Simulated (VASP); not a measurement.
Wanted: the native input for a VASP 6.6.1 run.

| Property | Result |
| --- | --- |
| Task | single point |
| Functional | PBEsol |
| Potentials or basis | VASP PAW PBE potentials, release 64 (Cs_sv, Pb_d, Cl) |
| Cutoff | 520 eV |
| k mesh | 6 × 6 × 6 |
| Occupations | gaussian, width 0.05 eV |
| Spin | no spin polarisation |
| Dipole correction | no |
| Further INCAR settings | ALGO = Normal; EDIFF = 1e-06; NBANDS = 30 |

The structure of CsPbCl3 lies in POSCAR:

```
CsPbCl3
1.0
    5.6817903642      0.0000000000      0.0000000000
    0.0000000000      5.6817903642      0.0000000000
    0.0000000000      0.0000000000      5.4545187496
Cs Pb Cl
1 1 3
Direct
    0.0000000000      0.0000000000      0.0000000000
    0.5000000000      0.5000000000      0.5000000000
    0.0000000000      0.5000000000      0.5000000000
    0.5000000000      0.0000000000      0.5000000000
    0.5000000000      0.5000000000      0.0000000000
```

This cell differs from its parent crystal: ratio of the length along z to the lengths across it x 0.96, volume and fractional coordinates fixed.

The input as run:

INCAR

```
PREC     = Accurate       # precision mode
ENCUT    = 520            # plane-wave cutoff, eV
EDIFF    = 1E-6           # SCF threshold, eV
ISMEAR   = 0              # smearing method
SIGMA    = 0.05           # smearing width, eV
LREAL    = False          # projectors in reciprocal space
LASPH    = True           # aspherical terms in the spheres
NELM     = 80             # most SCF steps
ALGO     = Normal         # electronic algorithm
ISIF     = 2              # what is computed and relaxed
LWAVE    = False          # write WAVECAR
LCHARG   = False          # write CHGCAR
GGA      = PS             # functional
NBANDS   = 30             # bands
```

KPOINTS

```
regular mesh
0
Gamma
  6 6 6
```

Potentials or basis: VASP PAW PBE potentials, release 64 (Cs_sv, Pb_d, Cl).

Launch:

```sh
$ cat potpaw_PBE.64/Cs_sv/POTCAR potpaw_PBE.64/Pb_d/POTCAR potpaw_PBE.64/Cl/POTCAR > POTCAR
$ mpirun -np 1 vasp_std > vasp.out
```

It gave:

| Property | Result |
| --- | --- |
| Pressure | 0.3 GPa |
| Band gap on the k mesh | 1.68 eV, direct |

Caveat: the PAW data sets were made with another functional, which shifts forces and pressure a little; spin-orbit coupling is left out, which moves the levels of the heavy elements.

Run time: 5 min on 1 thread of Intel Xeon 8259CL, with other jobs on the host, peak memory 0.37 GiB.
